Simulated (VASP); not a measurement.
## CuO: single point with LDA

Crystal: CuO.

```
Cu O
1.0
     2.31296   -1.69024    0.00000
     2.31296    1.69024    0.00000
    -0.84892    0.00000    4.99106
Cu O
2 2
Direct
  0.00320 0.49680 0.00000
  0.49680 0.00320 0.50000
  0.57140 0.40560 0.25370
  0.40560 0.57140 0.75370
```

```yaml
Program: VASP 6.6.1
Task: single point
Functional: LDA
Potentials_or_basis: VASP PAW LDA potentials, release 64 (Cu_sv_GW, O)
Cutoff: 820 eV
k_mesh: 10 × 10 × 5
Occupations: fermi-dirac, width 0.05 eV
Spin: no spin polarisation
Dipole_correction: no
Further_INCAR_settings: ALGO = Normal; EDIFF = 1e-06; NBANDS = 33
```

* Pressure: -2.4 GPa
* Largest force: 0.817 eV/Å
* Band gap on the k mesh: zero (bands 25 and 26 overlap by 0.60 eV)

Forces on the atoms (eV/Å):
```
Cu  -0.677  0.374  0.262
Cu  -0.677 -0.374  0.262
O    0.677  0.364 -0.262
O    0.677 -0.364 -0.262
```

Stress tensor (GPa, compression positive):
```
-2.96  0.00 -1.42
 0.00 -0.63  0.00
-1.42  0.00 -3.65
```

Levels at points of the mesh, in eV from the Fermi level:
| k point | band 23 | band 24 | band 25 | band 26 | band 27 | band 28 |
| --- | --- | --- | --- | --- | --- | --- |
| (0.00, 0.00, 0.00) | -2.26 | -1.71 | 0.23 | 0.96 | 1.85 | 5.97 |
| (0.50, 0.00, 0.00) | -1.57 | -1.46 | -0.04 | 0.28 | 4.72 | 6.36 |
| (0.50, 0.50, 0.00) | -1.71 | -1.27 | -0.67 | 1.11 | 3.12 | 7.02 |

Run time: 8.9 min on 1 thread of Intel(R) Xeon(R) Platinum 8259CL CPU @ 2.50GHz (Skylake/Cascade Lake) (shared host), peak memory 0.43 GiB.

Caveat: semilocal functionals often make such compounds metallic where correlation or magnetic order opens a gap, which also shifts bond lengths. With open d or f shells a metallic result of LDA can be an artefact of self-interaction; +U or a hybrid may open a gap.
